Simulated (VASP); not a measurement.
Wanted: the native input for a VASP 6.6.1 run.

* Task: single point
* Functional: r2SCAN
* Potentials or basis: VASP PAW PBE potentials, release 64 (Ti_sv)
* Cutoff: 520 eV
* k mesh: 20 × 20 × 20
* Occupations: gaussian, width 0.15 eV
* Spin: no spin polarisation
* Dipole correction: no
* Further INCAR settings: ALGO = Normal; EDIFF = 1e-06; NBANDS = 12

The system is Ti.

```
CELL_PARAMETERS angstrom
0.00000 2.08075 2.13150
2.08075 0.00000 2.13150
2.08075 2.08075 0.00000
ATOMIC_POSITIONS crystal
Ti 0.00000 0.00000 0.00000
```

This cell differs from its parent crystal: strain +0.025 along x and y, +0.050 along z.

One way to write it, as run:

POSCAR

```
Ti
1.0
    0.0000000000      2.0807500000      2.1315000000
    2.0807500000      0.0000000000      2.1315000000
    2.0807500000      2.0807500000      0.0000000000
Ti
1
Direct
    0.0000000000      0.0000000000      0.0000000000
```

INCAR.step1

```
  PREC = Accurate
  ENCUT = 520
  ISMEAR = 0
  SIGMA = 0.15
  LREAL = False
  LASPH = True
  NELM = 80
  NBANDS = 12
  GGA = PE
  ALGO = Normal
  EDIFF = 1E-4
  LWAVE = True
  LCHARG = False
```

INCAR.step2

```
  PREC = Accurate
  ENCUT = 520
  EDIFF = 1E-6
  ISMEAR = 0
  SIGMA = 0.15
  LREAL = False
  LASPH = True
  NELM = 80
  ALGO = Normal
  ISIF = 2
  LWAVE = False
  LCHARG = False
  METAGGA = R2SCAN
  LMIXTAU = True
  NBANDS = 12
  ISTART = 1
```

KPOINTS

```
Automatic mesh
0
Gamma
  20 20 20
```

Potentials or basis: VASP PAW PBE potentials, release 64 (Ti_sv).

Launch:

```sh
$ cat potpaw_PBE.64/Ti_sv/POTCAR > POTCAR
$ cp INCAR.step1 INCAR
$ mpirun -np 1 vasp_std > vasp.out
$ cp INCAR.step2 INCAR
$ mpirun -np 1 vasp_std > vasp.out
```

It gave:

```json
{
  "Pressure": "-5.8 GPa",
  "Band gap on the k mesh": "zero (bands 6 and 7 overlap by 1.35 eV)"
}
```

Caveat: the cell differs from its parent crystal (strain +0.025 along x and y, +0.050 along z); the cell stands under tension; the PAW data sets were made with another functional, which shifts forces and pressure a little.

Run time: 5.7 min on 1 thread of AMD EPYC 9R45 96-Core Processor (Zen 5), with other jobs on the host, peak memory 0.23 GiB.
